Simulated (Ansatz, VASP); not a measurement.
CdH2O2 in VASP and in Ansatz

File INCAR:

```
ALGO = Normal ; EDIFF = 1E-6
ENCUT = 600 ; GGA = PS
GGA_COMPAT = False ; ISIF = 2
ISMEAR = 0 ; LASPH = True
LCHARG = False ; LREAL = False
LWAVE = False ; NBANDS = 21
NELM = 120 ; PREC = Accurate
SIGMA = 0.01
```

KPOINTS

```
k-points
0
Gamma
  3 3 3
```

Contents of POSCAR:

```
CdH2O2
1.0
    3.5019706991      0.0000000000      0.0000000000
   -1.7509853495      3.0327955887      0.0000000000
    0.0000000000      0.0000000000      4.5691751517
Cd H O
1 2 2
Direct
    0.0000000000      0.0000000000      0.0000000000
    0.6666666667      0.3333333333      0.5468707629
    0.3333333333      0.6666666667      0.4531292371
    0.6666666667      0.3333333333      0.7582065004
    0.3333333333      0.6666666667      0.2417934996
```

Input for Ansatz:

```yaml
crystal:
  lattice:
    - [3.5019706991, 0.0, 0.0]
    - [-1.7509853495, 3.0327955887, 0.0]
    - [0.0, 0.0, 4.5691751517]
  atoms:
    - { symbol: Cd, position: [0.0, 0.0, 0.0] }
    - { symbol: H, position: [0.6666666667, 0.3333333333, 0.5468707629] }
    - { symbol: H, position: [0.3333333333, 0.6666666667, 0.4531292371] }
    - { symbol: O, position: [0.6666666667, 0.3333333333, 0.7582065004] }
    - { symbol: O, position: [0.3333333333, 0.6666666667, 0.2417934996] }
kpoints:
  mp_grid: { grid: [3, 3, 3] }
hamiltonian:
  xc: pbesol
scf:
  occupations: { method: fixed }
  n_extra_bands: 5
output:
  forces: true
  stress: true
  eigenvalues: true
```

Alike in both runs: task single point; functional PBEsol; k mesh 3 × 3 × 3; no spin polarisation.

```csv
,VASP,Ansatz
version,VASP 6.6.1,Ansatz 0.2.0
potentials or method,"VASP PAW PBE potentials, release 64 (Cd, H, O)",plane waves
plane-wave cutoff (eV),600,420
occupations,"gaussian, width 0.01 eV",fixed
valence electrons in the cell,26,34
```

VASP gave:

```
gap on the k mesh at the Fermi level (eV)                     : 1.69
pressure (GPa)                                                : 2.1
traceless stress, the component that is largest in VASP (GPa) : 2.40
rms of the force components (eV/Å)                            : 0.355
```

Problem. What did Ansatz give for the same quantities?

Solution. gap on the k mesh at the Fermi level (eV): 1.70; pressure (GPa): 1.3; traceless stress, the component that is largest in VASP (GPa): 2.05; rms of the force components (eV/Å): 0.303.

VASP's potentials were made for PBE, not for PBEsol. Atom by atom the forces differ by 0.057 eV/Å (rms over components). VASP's potentials hold 26 valence electrons a cell and Ansatz's 34, so a difference there can come from the potentials and not from the codes.

The k mesh is coarse, so the values compare programs but aren't converged.
